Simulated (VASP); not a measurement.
Here is a VASP 6.6.1 calculation.

INCAR

```
ALGO = Normal
EDIFF = 1E-7
ENCUT = 520
GGA = PE
ISIF = 2
ISMEAR = 0
LASPH = T
LCHARG = F
LREAL = F
LWAVE = F
NBANDS = 17
NELM = 80
PREC = Accurate
SIGMA = 0.01
```

KPOINTS

```
k-points
0
Gamma
  6 6 6
```

The input POSCAR:

```
TePb
1.0
    0.0000000000      3.2678368520      3.2678368520
    3.2678368520      0.0000000000      3.2678368520
    3.2678368520      3.2678368520      0.0000000000
Pb Te
1 1
Direct
    0.0000000000      0.0000000000      0.0000000000
    0.5000000000      0.5000000000      0.5000000000
```

Potentials or basis: VASP PAW PBE potentials, release 64 (Pb_d, Te).

The run is started by

```console
$ cat potpaw_PBE.64/Pb_d/POTCAR potpaw_PBE.64/Te/POTCAR > POTCAR
$ mpirun -np 1 vasp_std > vasp.out
```

(1) Predict the band gap on the k mesh.

(2) What does it give for the pressure?

Answers

(1) 0.80 eV.

(2) 0.6 GPa.

Caveat: spin-orbit coupling is left out, which moves the levels of the heavy elements.
